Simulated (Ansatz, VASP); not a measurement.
## Two plane-wave programs on Cu5Ni

```
Cu Ni
1.0
     4.40945    0.00000    0.00000
    -2.20473    3.81870    0.00000
     0.00000    0.00000    4.18697
Cu Ni
5 1
Direct
  0.32960 0.32960 0.00000
  0.00000 0.67041 0.00000
  0.67041 0.00000 0.00000
  0.66667 0.33333 0.50000
  0.33333 0.66667 0.50000
  0.00000 0.00000 0.50000
```

Alike in both runs: task single point; functional PBE; k mesh 6 × 6 × 4; occupations gaussian, width 0.1 eV; no spin polarisation.

|  | VASP | Ansatz |
| --- | --- | --- |
| version | VASP 6.6.1 | Ansatz 0.2.0 |
| potentials or method | VASP PAW PBE potentials, release 64 (Cu, Ni), cutoff 520 eV | scalar-relativistic, plane waves, PAW |
| valence electrons in the cell | 65 | 113 |

Ansatz gave:

* gap on the k mesh at the Fermi level (eV): none
* pressure (GPa): 0.0
* traceless stress, the component that is largest in VASP (GPa): 0.24
* rms of the force components (eV/Å): 0.005

Q: Which values does VASP return?

A: gap on the k mesh at the Fermi level (eV): none; pressure (GPa): 0.5; traceless stress, the component that is largest in VASP (GPa): 0.27; rms of the force components (eV/Å): 0.004.

Atom by atom the forces differ by 0.001 eV/Å (rms over components). A gap of «none» marks a metal or a gap that the smearing closes. VASP's potentials hold 65 valence electrons a cell and Ansatz's 113, so a difference there can come from the potentials and not from the codes.

The k mesh is coarse, so the values compare programs but aren't converged.
